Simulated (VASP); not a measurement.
MgTi2N3, 6 atoms in the cell. The structure is trigonal, space group P-3m1 (No. 164). Conventional cell: a = 3.132 Å, b = 3.132 Å, c = 7.995 Å, α = 90.00°, β = 90.00°, γ = 120.00°. Mg (site symmetry -3m) has 6 N at 2.24 Å within 3.0 Å. Ti (site symmetry 3m) has 6 N at 2.24 to 2.26 Å within 3.0 Å. N (site symmetry 3m) has 3 Mg at 2.24 Å and 3 Ti at 2.26 Å within 3.0 Å. Within 3.0 Å of N (site symmetry -3m) lie 6 Ti at 2.24 Å. The cell was generated, and may not be a known phase.

```yaml
Program: VASP 6.6.1
Task: relaxation of cell and atoms
Functional: PBE
Potentials_or_basis: VASP PAW PBE potentials, release 64 (Mg, Ti_sv, N)
Cutoff: 600 eV
k_mesh: 6 × 6 × 2
Occupations: gaussian, width 0.2 eV
Spin: collinear spin
Starting_moments: "[0.0, 1.0, 1.0, 0.0, 0.0, 0.0] μB"
Dipole_correction: no
Further_INCAR_settings: ALGO = Normal; EDIFF = 1e-06; IBRION = 2; EDIFFG = -0.08; NSW = 36; ISIF = 3
```

Potentials or basis: VASP PAW PBE potentials, release 64 (Mg, Ti_sv, N).

Command:

```bash
$ cat potpaw_PBE.64/Mg/POTCAR potpaw_PBE.64/Ti_sv/POTCAR potpaw_PBE.64/N/POTCAR > POTCAR
$ mpirun -np 1 vasp_std > vasp.out
```

Hardware: 1 thread of Intel(R) Xeon(R) 6975P-C (Granite Rapids), with other jobs on the host.

Task: How long does it take, and how much memory?

Result: Run time: 6 min on 1 thread of Intel(R) Xeon(R) 6975P-C (Granite Rapids) (shared host), peak memory 0.28 GiB. Counts: scf iterations 105, k points 14, ion steps 10.
